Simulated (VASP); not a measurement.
Set up this calculation in VASP 6.6.1, as the native input.

- Task: single point
- Functional: LDA
- Potentials or basis: VASP PAW LDA potentials, release 64 (Si, Ni)
- Cutoff: 520 eV
- k mesh: 14 × 14 × 14
- Occupations: gaussian, width 0.15 eV
- Spin: collinear spin, ferromagnetic start
- Starting moments: [0.0, 0.0, 0.875] μB
- Fixed moment: 0.875 μB
- Dipole correction: no
- Further INCAR settings: ALGO = Normal; EDIFF = 1e-06; NBANDS = 20

The structure of Si2Ni lies in POSCAR:

```
Si2Ni
1.0
    0.0000000000      2.7784916684      2.7784916684
    2.7784916684      0.0000000000      2.7784916684
    2.7784916684      2.7784916684      0.0000000000
Si Ni
2 1
Direct
    0.2500000000      0.2500000000      0.2500000000
    0.7500000000      0.7500000000      0.7500000000
    0.0000000000      0.0000000000      0.0000000000
```

The input as run:

INCAR

```
PREC = Accurate
ENCUT = 520
EDIFF = 1E-6
ISMEAR = 0
SIGMA = 0.15
LREAL = False
LASPH = True
NELM = 150
ALGO = Normal
ISIF = 2
LWAVE = False
LCHARG = False
ISPIN = 2
MAGMOM = 0 0 0.875
LORBIT = 11
NUPDOWN = 0.875
LMAXMIX = 4
NBANDS = 20
```

KPOINTS

```
regular mesh
0
Gamma
  14 14 14
```

Potentials or basis: VASP PAW LDA potentials, release 64 (Si, Ni).

The run is started by

```bash
$ cat potpaw_LDA.64/Si/POTCAR potpaw_LDA.64/Ni/POTCAR > POTCAR
$ mpirun -np 1 vasp_std > vasp.out
```

Results of the run:

* Pressure: -12.3 GPa
* Net moment: 0.88 μB per cell
* Site moments: Si +0.11; Ni +0.40 μB
* Valence electrons inside the program's atomic spheres: Si 1.56; Ni 9.63

Caveat: the cell stands under tension; the total moment is fixed, so each spin has its own Fermi level.

Wall time 110 s on 1 thread of AMD EPYC 9R45 96-Core Processor (Zen 5), on a shared host, peak memory 0.22 GiB.
